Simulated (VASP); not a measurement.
# AlO2 (Cmmm) in VASP: further runs, part 2 of 2

VASP 6.6.1. The steps go on from the part before.

### 4 Single point, PBE, collinear spin, ferromagnetic start

INCAR reads:

```
SYSTEM = AlO2
PREC = Accurate
ENCUT = 520
EDIFF = 1E-6
ISMEAR = 0
SIGMA = 0.1
LREAL = .False.
LASPH = .True.
NELM = 150
ALGO = Normal
ISIF = 2
LWAVE = .False.
LCHARG = .True.
ISPIN = 2
MAGMOM = 0 1 1
LORBIT = 11
GGA = PE
LELF = .True.
LVHAR = .True.
NBANDS = 18
```

KPOINTS reads:

```
regular mesh
0
Gamma
  6 6 4
  0 0 0
```

POSCAR reads:

```
AlO2
1.0
    1.8282264400     -2.4509817800      0.0000000000
    1.8282264400      2.4509817800      0.0000000000
    0.0000000000      0.0000000000      4.4701370100
Al O
1 2
Direct
    0.5000000000      0.5000000000      0.5000000000
    0.5000000000      0.5000000000      0.8146551900
    0.5000000000      0.5000000000      0.1853448100
```

Potentials or basis: VASP PAW PBE potentials, release 64 (Al, O).

The run is started by

```sh
$ cat potpaw_PBE.64/Al/POTCAR potpaw_PBE.64/O/POTCAR > POTCAR
$ mpirun -np 1 vasp_std > vasp.out
```

OUTCAR:

```text
SYSTEM = AlO2
   PREC = Accurate
   ENCUT = 520
   EDIFF = 1E-6
   ISMEAR = 0
   LREAL = .False.
   LASPH = .True.
   NELM = 150
   ISIF = 2
   ISPIN = 2
   LORBIT = 11
   GGA = PE

 ion  position               nearest neighbor table
   1  0.500  0.500  0.500-   2 1.41   3 1.41
   2  0.500  0.500  0.815-   1 1.41   3 1.66
   3  0.500  0.500  0.185-   1 1.41   2 1.66

  LATTYP: Found a base centered orthorhombic cell.
 ALAT       =     3.6564528800
 B/A-ratio  =     1.3406335924
 C/A-ratio  =     1.2225337388

[... 1232 lines left out ...]
 -----------------------------------------------------------------------------
  energy-cutoff  :      520.00
  volume of cell :       40.06
      direct lattice vectors                 reciprocal lattice vectors
     1.828226440 -2.450981780  0.000000000     0.273489098 -0.203999884  0.000000000
     1.828226440  2.450981780  0.000000000     0.273489098  0.203999884  0.000000000
     0.000000000  0.000000000  4.470137010     0.000000000  0.000000000  0.223706790

 POSITION                                       TOTAL-FORCE (eV/Angst)
 -----------------------------------------------------------------------------------
      1.82823      0.00000      2.23507        -0.000000     -0.000000      0.000000
      1.82823      0.00000      3.64162        -0.000000      0.000000     15.333964
      1.82823      0.00000      0.82852         0.000000      0.000000    -15.333964
 -----------------------------------------------------------------------------------
    total drift:                               -0.000000     -0.000000      0.000000

  FREE ENERGIE OF THE ION-ELECTRON SYSTEM (eV)
  ---------------------------------------------------
  free  energy   TOTEN  =       -10.6150802542 eV

  energy  without entropy=      -10.6104108167  energy(sigma->0) =      -10.61274554

 total charge

# of ion       s       p       d       tot
------------------------------------------
    1        0.525   0.706   0.000   1.231
    2        1.612   3.468   0.000   5.080
    3        1.612   3.468   0.000   5.080
--------------------------------------------------
tot          3.749   7.642   0.000  11.391

 magnetization (x)

# of ion       s       p       d       tot
------------------------------------------
    1        0.000   0.000   0.000   0.000
    2        0.000   0.000   0.000   0.000
    3        0.000   0.000   0.000   0.000
--------------------------------------------------
tot          0.000   0.000   0.000   0.000
```

OSZICAR:

```text
N       E                     dE             d eps       ncg     rms          rms(c)
DAV:   1     0.635842119831E+02    0.63584E+02   -0.71416E+03  2824   0.719E+02
DAV:   2    -0.111151865529E+02   -0.74699E+02   -0.68755E+02  3570   0.182E+02
DAV:   3    -0.143202599759E+02   -0.32051E+01   -0.31726E+01  3354   0.359E+01
DAV:   4    -0.143431925406E+02   -0.22933E-01   -0.22930E-01  3418   0.338E+00
DAV:   5    -0.143435056386E+02   -0.31310E-03   -0.31309E-03  3380   0.399E-01    0.135E+01
DAV:   6    -0.108372532171E+02    0.35063E+01   -0.73569E+00  2954   0.207E+01    0.741E+00
DAV:   7    -0.106812124122E+02    0.15604E+00   -0.78315E-01  2954   0.689E+00    0.284E+00
DAV:   8    -0.106106167222E+02    0.70596E-01   -0.26518E-01  3038   0.368E+00    0.993E-01
DAV:   9    -0.106144428845E+02   -0.38262E-02   -0.40833E-02  3076   0.142E+00    0.427E-01
DAV:  10    -0.106148886296E+02   -0.44575E-03   -0.22095E-03  3202   0.344E-01    0.207E-01
DAV:  11    -0.106150010480E+02   -0.11242E-03   -0.53330E-04  2998   0.190E-01    0.880E-02
DAV:  12    -0.106150566485E+02   -0.55601E-04   -0.65658E-05  2998   0.660E-02    0.436E-02
DAV:  13    -0.106150756673E+02   -0.19019E-04   -0.15450E-05  2932   0.302E-02    0.153E-02
DAV:  14    -0.106150797631E+02   -0.40958E-05   -0.42722E-06  3004   0.148E-02    0.401E-03
DAV:  15    -0.106150802542E+02   -0.49117E-06   -0.31824E-07  2372   0.500E-03
   1 F= -.10615080E+02 E0= -.10612746E+02  d E =-.466944E-02  mag=     0.0000
```

stdout:

```text
POSCAR found type information on POSCAR AlO
 POSCAR found :  2 types and       3 ions
 scaLAPACK will be used
 LDA part: xc-table for (Slater+PW92), standard interpolation
 POSCAR, INCAR and KPOINTS ok, starting setup
 FFT: planning ... GRIDC
 FFT: planning ... GRID_SOFT
 FFT: planning ... GRID
 WAVECAR not read
 entering main loop
```

Run time: 20 s. Hardware: 1 thread of Intel Xeon 6975P-C (Granite Rapids), shared host; peak memory 0.18 GiB.

What came out:

- Free energy: -10.6151 eV
- Pressure: 62.8 GPa
- Largest force: 15.334 eV/Å
- Net moment: 0.00 μB per cell
- Valence electrons inside the program's atomic spheres: Al 1.23; O 5.08

Forces in eV/Å, atoms in the order of the input:
```
Al    0.000   0.000   0.000
O     0.000   0.000  15.334
O     0.000   0.000 -15.334
```

Stress tensor (GPa, compression positive):
```
  5.17   0.00   0.00
  0.00   8.41   0.00
  0.00   0.00 174.89
```

Caveat: the cell stands under pressure; forces of over 1 eV/Å act on the atoms, so gaps and moduli don't describe the material at rest.

### 5 Summary

| task | spin | cell | cutoff (eV) | gap on the mesh (eV) | pressure (GPa) | largest force (eV/Å) |
| --- | --- | --- | --- | --- | --- | --- |
| single point | off | as given | 520 | none | 62.8 | 15.33 |
| relaxation of cell and atoms | off | relaxed | 600 | none | -0.1 | 0.02 |
| single point | collinear, ferromagnetic start | as given | 520 | none | 62.8 | 15.33 |

Alike in all rows: level PBE; potentials or basis VASP PAW PBE potentials, release 64 (Al, O); k mesh 6 × 6 × 4; smearing gaussian 0.1 eV.

Caveats: the cell stands under pressure (at least some runs); an odd number of electrons without spin polarisation forces a metal (at least some runs); a magnetic or distorted state may lie lower (at least some runs); forces of over 1 eV/Å act on the atoms, so gaps and moduli don't describe the material at rest (at least some runs).

Absolute energies hang on the potentials; compare differences alone.
